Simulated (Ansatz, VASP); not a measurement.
Hf4O3: VASP beside Ansatz

```
Hf O
1.0
     4.80169    0.00000    0.00000
     0.00000    4.80169    0.00000
     0.00000    0.00000    5.05522
Hf O
4 3
Direct
  0.25063 0.25063 0.25170
  0.74937 0.74937 0.25170
  0.74937 0.25063 0.74830
  0.25063 0.74937 0.74830
  0.00000 0.00000 0.00000
  0.00000 0.00000 0.50000
  0.50000 0.50000 0.00000
```

Change from the starting cell: species swapped into the Ti4H3 type (P-42m, No. 111).

Alike in both runs: functional PBE; k mesh 6 × 6 × 6; occupations gaussian, width 0.1 eV; no spin polarisation.

Ansatz relaxed the structure, and its values are those at the end. VASP's run is a single point on that final structure, the one shown.

|  | VASP | Ansatz |
| --- | --- | --- |
| version | VASP 6.6.1 | Ansatz 0.2.0 |
| potentials or method | VASP PAW PBE potentials, release 64 (Hf_pv, O), cutoff 520 eV | scalar-relativistic, plane waves, PAW |
| valence electrons in the cell | 58 | 122 |

Ansatz gave:

* gap on the k mesh at the Fermi level (eV): none
* pressure (GPa): 0.0
* rms of the force components (eV/Å): 0.002

**Question.** Estimate VASP's values.

**Answer.** gap on the k mesh at the Fermi level (eV): none; pressure (GPa): -1.7; rms of the force components (eV/Å): 0.054.

A gap of «none» marks a metal or a gap that the smearing closes. VASP's potentials hold 58 valence electrons a cell and Ansatz's 122, so a difference there can come from the potentials and not from the codes.

Neither program's run includes spin-orbit coupling.
